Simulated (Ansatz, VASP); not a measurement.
# CuNi2: VASP beside Ansatz

```
Cu Ni
1.0
     4.36597    0.00000    0.00000
    -2.18299    3.78104    0.00000
     0.00000    0.00000    3.98253
Cu Ni
2 4
Direct
  0.66667 0.33333 0.00000
  0.33333 0.66667 0.00000
  0.00000 0.00000 0.00000
  0.00000 0.33333 0.50000
  0.66667 0.66667 0.50000
  0.33333 0.00000 0.50000
```

Alike in both runs: task single point; functional PBE; k mesh 6 × 6 × 4; occupations gaussian, width 0.1 eV; collinear spin.

|  | VASP | Ansatz |
| --- | --- | --- |
| version | VASP 6.6.1 | Ansatz 0.2.0 |
| potentials or method | VASP PAW PBE potentials, release 64 (Cu, Ni), cutoff 520 eV | scalar-relativistic, plane waves, PAW |
| valence electrons in the cell | 62 | 110 |

```csv
,VASP,Ansatz,Ansatz less VASP
gap on the k mesh at the Fermi level (eV),none,none,-
pressure (GPa),4.9,4.8,-0.12
"traceless stress, the component that is largest in VASP (GPa)",6.84,6.90,+0.064
rms of the force components (eV/Å),0.106,0.106,-0.0004
net moment per atom (μB),0.27,0.29,+0.024
size of the moment on the site where the two differ most (μB),0.37,0.42,+0.050
```

Site moments also hang on the region over which each program counts them. Atom by atom the forces differ by 0.000 eV/Å (rms over components). A gap of «none» marks a metal or a gap that the smearing closes. With one functional, cell and mesh, what is left measures potentials, basis and numerics. VASP's potentials hold 62 valence electrons a cell and Ansatz's 110, so a difference there can come from the potentials and not from the codes.

The k mesh is coarse, so the values compare programs but aren't converged.
